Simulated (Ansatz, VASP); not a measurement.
HfN: VASP beside Ansatz

```
Hf N
1.0
     0.00000    2.51619    2.39345
     2.51619    0.00000    2.39345
     2.51619    2.51619    0.00000
Hf N
1 1
Direct
  0.00000 0.00000 0.00000
  0.75000 0.75000 0.75000
```

Change from the starting cell: strain +0.025 along x and y, -0.025 along z, atoms carried along.

Alike in both runs: task single point; functional LDA; k mesh 16 × 16 × 16; occupations gaussian, width 0.15 eV; no spin polarisation.

|  | VASP | Ansatz |
| --- | --- | --- |
| version | VASP 6.6.1 | Ansatz 0.2.0 |
| potentials or method | VASP PAW LDA potentials, release 64 (Hf_pv, N), cutoff 520 eV | scalar-relativistic, plane waves, PAW |
| valence electrons in the cell | 15 | 31 |

VASP gave:

```
gap on the k mesh at the Fermi level (eV)                     : none
pressure (GPa)                                                : -14.1
traceless stress, the component that is largest in VASP (GPa) : 4.76
```

Question: What did Ansatz give for the same quantities?

Answer: gap on the k mesh at the Fermi level (eV): none; pressure (GPa): -13.7; traceless stress, the component that is largest in VASP (GPa): 4.79.

LDA's correlation is that of Perdew and Zunger in VASP and of Perdew and Wang (1992) in Ansatz. A gap of «none» marks a metal or a gap that the smearing closes. VASP's potentials hold 15 valence electrons a cell and Ansatz's 31, so a difference there can come from the potentials and not from the codes.

Neither program's run includes spin-orbit coupling.
